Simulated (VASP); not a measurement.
# Ge (Fd-3m) in VASP: a series of runs

The runs below take Ge through single point, with PBE.

Program: VASP 6.6.1. These are calculated values, not measurements. Logs are shortened: lines on timing, memory, paths and dates and some standing lists are left out, and cuts for length are marked.

### Step 1. The cell of the first run

Symmetry: Fd-3m, No. 227, cubic system. Conventional cell: a = 5.772 Å, b = 5.772 Å, c = 5.772 Å, α = 90.00°, β = 90.00°, γ = 90.00°. Within 3.3 Å of Ge (site symmetry -43m) lie 4 Ge at 2.50 Å.

### Step 2. Single point, PBE

Contents of INCAR:

```
SYSTEM = Ge
PREC = Accurate ; ENCUT = 520
EDIFF = 1E-6 ; ISMEAR = -1
SIGMA = 0.05 ; LREAL = .False.
LASPH = .True. ; NELM = 80
ALGO = Normal ; ISIF = 2
LWAVE = .False. ; LCHARG = .False.
GGA = PE ; NBANDS = 21
```

Contents of KPOINTS:

```
regular mesh
0
Gamma
  2 2 2
  0 0 0
```

Contents of POSCAR:

```
Ge
1.0
    0.0000000000      2.8859759802      2.8859759802
    2.8859759802      0.0000000000      2.8859759802
    2.8859759802      2.8859759802      0.0000000000
Ge
2
Direct
    0.5000000000      0.5000000000      0.5000000000
    0.7500000000      0.7500000000      0.7500000000
```

Potentials or basis: VASP PAW PBE potentials, release 64 (Ge_d).

The run is started by

```console
$ cat potpaw_PBE.64/Ge_d/POTCAR > POTCAR
$ mpirun -np 1 vasp_std > vasp.out
```

OUTCAR:

```text
SYSTEM = Ge
   PREC = Accurate
   ENCUT = 520
   EDIFF = 1E-6
   ISMEAR = -1
   LREAL = .False.
   LASPH = .True.
   NELM = 80
   ISIF = 2
   GGA = PE

 ion  position               nearest neighbor table
   1  0.500  0.500  0.500-   2 2.50   2 2.50   2 2.50   2 2.50
   2  0.750  0.750  0.750-   1 2.50   1 2.50   1 2.50   1 2.50

  LATTYP: Found a face centered cubic cell.
 ALAT       =     5.7719519604

  Lattice vectors:

 A1 = (   0.0000000000,   2.8859759802,   2.8859759802)
 A2 = (   2.8859759802,   0.0000000000,   2.8859759802)
 A3 = (   2.8859759802,   2.8859759802,   0.0000000000)

Analysis of symmetry for initial positions (statically):
=====================================================================
 Subroutine PRICEL returns:
 Original cell was already a primitive cell.

 Routine SETGRP: Setting up the symmetry group for a
 face centered cubic supercell.

 Subroutine GETGRP returns: Found 48 space group operations
 (whereof 24 operations were pure point group operations)
 out of a pool of 48 trial point group operations.

The static configuration has the point symmetry T_d .
 The point group associated with its full space group is O_h .

Analysis of symmetry for dynamics (positions and initial velocities):
=====================================================================
 Subroutine PRICEL returns:
 Original cell was already a primitive cell.

 Routine SETGRP: Setting up the symmetry group for a
 face centered cubic supercell.

 Subroutine GETGRP returns: Found 48 space group operations
 (whereof 24 operations were pure point group operations)
 out of a pool of 48 trial point group operations.

The dynamic configuration has the point symmetry T_d .
 The point group associated with its full space group is O_h .

 Subroutine INISYM returns: Found 48 space group operations
 (whereof 24 operations are pure point group operations),
 and found     1 'primitive' translations

----------------------------------------------------------------------------------------

                                     Primitive cell

  volume of cell :      48.0738

  direct lattice vectors                    reciprocal lattice vectors
     0.000000000  2.885975980  2.885975980    -0.173251615  0.173251615  0.173251615
     2.885975980  0.000000000  2.885975980     0.173251615 -0.173251615  0.173251615
     2.885975980  2.885975980  0.000000000     0.173251615  0.173251615 -0.173251615

  length of vectors
     4.081386372  4.081386372  4.081386372     0.300080600  0.300080600  0.300080600

  position of ions in fractional coordinates (direct lattice)
     0.500000000  0.500000000  0.500000000
     0.750000000  0.750000000  0.750000000

  ion indices of the primitive-cell ions
   primitive index   ion index
                 1           1
                 2           2

----------------------------------------------------------------------------------------

 KPOINTS: regular mesh

Automatic generation of k-mesh.
 Grid dimensions read from file:
 generate k-points for:    2    2    2

 Generating k-lattice:

  Cartesian coordinates                     Fractional coordinates (reciprocal lattice)
    -0.086625808  0.086625808  0.086625808     0.500000000  0.000000000  0.000000000
     0.086625808 -0.086625808  0.086625808     0.000000000  0.500000000  0.000000000
     0.086625808  0.086625808 -0.086625808     0.000000000  0.000000000  0.500000000

  Length of vectors
     0.150040300  0.150040300  0.150040300

  Shift w.r.t. Gamma in fractional coordinates (k-lattice)
     0.000000000  0.000000000  0.000000000

 Subroutine IBZKPT returns following result:
 ===========================================

 Found      3 irreducible k-points:

 Following reciprocal coordinates:
            Coordinates               Weight
  0.000000  0.000000  0.000000      1.000000
  0.500000  0.000000  0.000000      4.000000
  0.500000  0.500000  0.000000      3.000000
   k-points           NKPTS =      3   k-points in BZ     NKDIM =      3   number of bands    NBANDS=     21
   number of dos      NEDOS =    301   number of ions     NIONS =      2
   total plane-waves  NPLWV =  27000
   dimension x,y,z NGX =    30 NGY =   30 NGZ =   30
   dimension x,y,z NGXF=    60 NGYF=   60 NGZF=   60
   ions per type =               2
   NGX,Y,Z   is equivalent  to a cutoff of  12.22, 12.22, 12.22 a.u.
   NGXF,Y,Z  is equivalent  to a cutoff of  24.44, 24.44, 24.44 a.u.
 SYSTEM =  Ge
   PREC   = accura    normal or accurate (medium, high low for compatibility)
   ISTART =      0    job   : 0-new  1-cont  2-samecut
   ICHARG =      2    charge: 1-file 2-atom 10-const
   ISPIN  =      1    spin polarized calculation?
   LNONCOLLINEAR =      F non collinear calculations
   LSORBIT =      F    spin-orbit coupling
   LASPH  =      T    aspherical Exc in radial PAW
   ENCUT  =  520.0 eV  38.22 Ry    6.18 a.u.   7.59  7.59  7.59*2*pi/ulx,y,z
   NELM   =     80;   NELMIN=  2; NELMDL= -5     # of ELM steps
   EDIFF  = 0.1E-05   stopping-criterion for ELM
   LREAL  =      F    real-space projection
   EDIFFG = 0.1E-04   stopping-criterion for IOM
   NSW    =      0    number of steps for IOM
   IBRION =     -1    ionic relax: 0-MD 1-quasi-New 2-CG
   NFREE  =      0    steps in history (QN), initial steepest desc. (CG)
   ISIF   =      2    stress and relaxation
   ISYM   =      2    0-nonsym 1-usesym 2-fastsym
   POTIM  = 0.5000    time-step for ionic-motion
   TEBEG  =    0.0;   TEEND  =   0.0 temperature during run
   PSTRESS=    0.0 pullay stress
   NELECT =      28.0000    total number of electrons
   NUPDOWN=      -1.0000    fix difference up-down
   EMIN   =  10.00;   EMAX   =-10.00  energy-range for DOS
   EFERMI =   0.00;   METHOD = LEGACY
   ISMEAR =    -1;   SIGMA  =   0.05  broadening in eV -4-tet -1-fermi 0-gaus
   EFERMI_NEDOS =   21; number of points for ismear=-14 and -15
   IALGO  =     38    algorithm
   IMIX   =      4    mixing-type and parameters
     AMIX     =   0.40;   BMIX     =  1.00
     AMIX_MAG =   1.60;   BMIX_MAG =  1.00
  volume/ion in A,a.u.               =      24.04       162.21
  Fermi-wavevector in a.u.,A,eV,Ry     =   1.367177  2.583590 25.431648  1.869173
  Thomas-Fermi vector in A             =   2.493253
   LORBIT       =      0    0 simple, 1 ext, 2 COOP (PROOUT), +10 PAW based schemes
   GGA     = PE    functional components
   LHFCALC =     F    Hartree Fock is set to
   AEXX    =    0.0000 exact exchange contribution
   IVDW    =     0    specifies the selected vdW correction
   LEPSILON=     F    determine dielectric tensor
   LRPA    =     F    only Hartree local field effects (RPA)
 non-spin polarized calculation
  energy-cutoff  :      520.00
  volume of cell :       48.07
 maximum number of plane-waves:      1308
   NGX = 15   NGY = 15   NGZ = 15

 number of electron      27.9999975 magnetization

 Free energy of the ion-electron system (eV)
  ---------------------------------------------------
  ext. energy  EPLUGINS =         0.00000000
  ---------------------------------------------------
  free energy    TOTEN  =        -6.34566369 eV

  energy without entropy =       -6.29329277  energy(sigma->0) =       -6.31947823

 E-fermi :   4.5923     XC(G=0):  -9.4810

 val. band max:        4.1843430579   @ k =   0.0000   0.0000   0.0000
 cond. band min:       4.6364021586   @ k =   0.5000   0.0000   0.0000
 fundamental gap:      0.4520591007
 Fermi energy:         4.5922863394

 k-point     1 :       0.0000    0.0000    0.0000
  band No.  band energies     occupation
      1     -19.8727      2.00000
      2     -19.8727      2.00000
      3     -19.8727      2.00000
      4     -19.8433      2.00000
      5     -19.8433      2.00000
      6     -19.6593      2.00000
      7     -19.6593      2.00000
      8     -19.6593      2.00000
      9     -19.6509      2.00000
     10     -19.6509      2.00000
     11      -7.7023      2.00000
     12       4.1843      1.99943
     13       4.6404      0.55304
     14       4.6404      0.55297
     15       4.6404      0.55297
     16       7.0908      0.00000
     17       7.0908      0.00000
     18       7.0908      0.00000
     19      10.9535      0.00000
     20      13.8581      0.00000
     21      13.8581      0.00000

 k-point     2 :       0.5000    0.0000    0.0000
  band No.  band energies     occupation
      1     -19.8942      2.00000
      2     -19.8942      2.00000
      3     -19.8574      2.00000
      4     -19.8069      2.00000
      5     -19.8069      2.00000
      6     -19.6918      2.00000
      7     -19.6918      2.00000
      8     -19.6768      2.00000
      9     -19.6249      2.00000
     10     -19.6249      2.00000
     11      -5.7454      2.00000
     12      -2.7136      2.00000
     13       3.3039      2.00000
     14       3.3039      2.00000
     15       4.6364      0.58540
     16       8.2746      0.00000
     17       8.2746      0.00000
     18      11.7006      0.00000
     19      14.8833      0.00000
     20      15.0359      0.00000
     21      15.4950      0.00000

 k-point     3 :       0.5000    0.5000    0.0000
  band No.  band energies     occupation
      1     -19.9025      2.00000
      2     -19.9025      2.00000
      3     -19.8282      2.00000
      4     -19.8282      2.00000
      5     -19.7448      2.00000
      6     -19.7448      2.00000
      7     -19.6942      2.00000
      8     -19.6942      2.00000
      9     -19.6128      2.00000
     10     -19.6128      2.00000
     11      -4.0287      2.00000
     12      -4.0287      2.00000
     13       1.7299      2.00000
     14       1.7299      2.00000
     15       5.4120      0.00000
     16       5.4120      0.00000
     17      13.6359      0.00000
     18      13.6359      0.00000
     19      15.6984      0.00000
     20      15.6984      0.00000
     21      17.1277      0.00000

------------------------ aborting loop because EDIFF is reached ----------------------------------------

  FORCE on cell =-STRESS in cart. coord.  units (eV):
  Direction    XX          YY          ZZ          XY          YZ          ZX
  --------------------------------------------------------------------------------------
  -------------------------------------------------------------------------------------
  Total        4.1740197      4.1740197      4.1740197     -0.0000000     -0.0000000      0.0000000
  in kB      139.1095502    139.1095502    139.1095502     -0.0000000     -0.0000000      0.0000000
  external PRESSURE =     139.1095502 kB  Pullay stress =       0.0000000 kB

 VOLUME and BASIS-vectors are now :
 -----------------------------------------------------------------------------
  energy-cutoff  :      520.00
  volume of cell :       48.07
      direct lattice vectors                 reciprocal lattice vectors
     0.000000000  2.885975980  2.885975980    -0.173251615  0.173251615  0.173251615
     2.885975980  0.000000000  2.885975980     0.173251615 -0.173251615  0.173251615
     2.885975980  2.885975980  0.000000000     0.173251615  0.173251615 -0.173251615

 POSITION                                       TOTAL-FORCE (eV/Angst)
 -----------------------------------------------------------------------------------
      2.88598      2.88598      2.88598        -0.000000     -0.000000     -0.000000
      4.32896      4.32896      4.32896         0.000000      0.000000      0.000000
 -----------------------------------------------------------------------------------
    total drift:                                0.000000     -0.000000     -0.000000

  FREE ENERGIE OF THE ION-ELECTRON SYSTEM (eV)
  ---------------------------------------------------
  free  energy   TOTEN  =        -6.3456636859 eV

  energy  without entropy=       -6.2932927720  energy(sigma->0) =       -6.31947823
```

Wall time 7.6 s (1 thread of Intel Xeon 6975P-C, shared host); peak memory 0.15 GiB.

What came out:

```yaml
Free_energy: -6.3457 eV
Pressure: 13.9 GPa
Band_gap_on_the_k_mesh: zero (filled and empty bands overlap)
```

Caveat: the k points lie up to 0.94 Å⁻¹ apart.

### Step 3. Single point, PBE

Contents of INCAR:

```
  ALGO = Normal
  EDIFF = 1E-6
  ENCUT = 520
  GGA = PE
  ISIF = 2
  ISMEAR = -1
  LASPH = True
  LCHARG = False
  LREAL = False
  LWAVE = False
  NBANDS = 21
  NELM = 100
  PREC = Accurate
  SIGMA = 0.05
```

Contents of KPOINTS:

```
k-points
0
Gamma
  3 3 3
```

POSCAR is that of step 2.

Potentials or basis: VASP PAW PBE potentials, release 64 (Ge_d).

The run is started by

```console
$ cat potpaw_PBE.64/Ge_d/POTCAR > POTCAR
$ mpirun -np 1 vasp_std > vasp.out
```

It used 5.5 s of CPU time on 1 thread of Intel Xeon 6975P-C, on a shared host.

The run converged. Its results:

* Free energy: -8.3190 eV
* Pressure: 2.4 GPa
* Band gap on the k mesh: zero (filled and empty bands touch)

Levels at points of the mesh, in eV from the Fermi level:
```
           k point  band 11  band 12  band 13  band 14  band 15  band 16  band 17  band 18
(0.00, 0.00, 0.00)   -12.36    -0.51    -0.02    -0.02    -0.02     2.46     2.46     2.46
```

Caveat: the k points lie up to 0.63 Å⁻¹ apart.

### Step 4. Single point, PBE

Contents of INCAR:

```
SYSTEM = Ge
PREC = Accurate ; ENCUT = 520
EDIFF = 1E-7 ; ISMEAR = -1
SIGMA = 0.05 ; LREAL = .False.
LASPH = .True. ; NELM = 80
ALGO = Normal ; ISIF = 2
LWAVE = .False. ; LCHARG = .False.
GGA = PE ; NBANDS = 21
```

Contents of KPOINTS:

```
regular mesh
0
Gamma
  4 4 4
  0 0 0
```

POSCAR is that of step 3.

The run is started by

```console
$ cat potpaw_PBE.64/Ge_d/POTCAR > POTCAR
$ mpirun -np 1 vasp_std > vasp.out
```

It took 14 s on 1 thread of Intel Xeon 6975P-C, shared host; peak memory 0.16 GiB.

The run converged. Its results:

| Property | Result |
| --- | --- |
| Free energy | -8.7957 eV |
| Pressure | 0.7 GPa |
| Band gap on the k mesh | zero (filled and empty bands touch) |

Levels at points of the mesh, in eV from the Fermi level:
| k point | band 12 | band 13 | band 14 | band 15 | band 16 | band 17 |
| --- | --- | --- | --- | --- | --- | --- |
| (0.00, 0.00, 0.00) | -0.45 | 0.04 | 0.04 | 0.04 | 2.55 | 2.55 |
| (0.50, 0.00, 0.00) | -7.30 | -1.28 | -1.28 | 0.05 | 3.74 | 3.74 |
| (0.50, 0.50, 0.00) | -8.63 | -2.84 | -2.84 | 0.86 | 0.86 | 9.06 |

Caveat: the k points lie up to 0.47 Å⁻¹ apart.

### Step 5. Summary

| k mesh | gap on the mesh (eV) | pressure (GPa) |
| --- | --- | --- |
| 2 × 2 × 2 | none | 13.9 |
| 3 × 3 × 3 | none | 2.4 |
| 4 × 4 × 4 | none | 0.7 |

Alike in all rows: task single point; level PBE; potentials or basis VASP PAW PBE potentials, release 64 (Ge_d); no spin polarisation; cell as given; cutoff (eV) 520; smearing fermi-dirac 0.05 eV.

Caveats: all runs use coarse meshes.

Absolute energies hang on the potentials; compare differences alone.
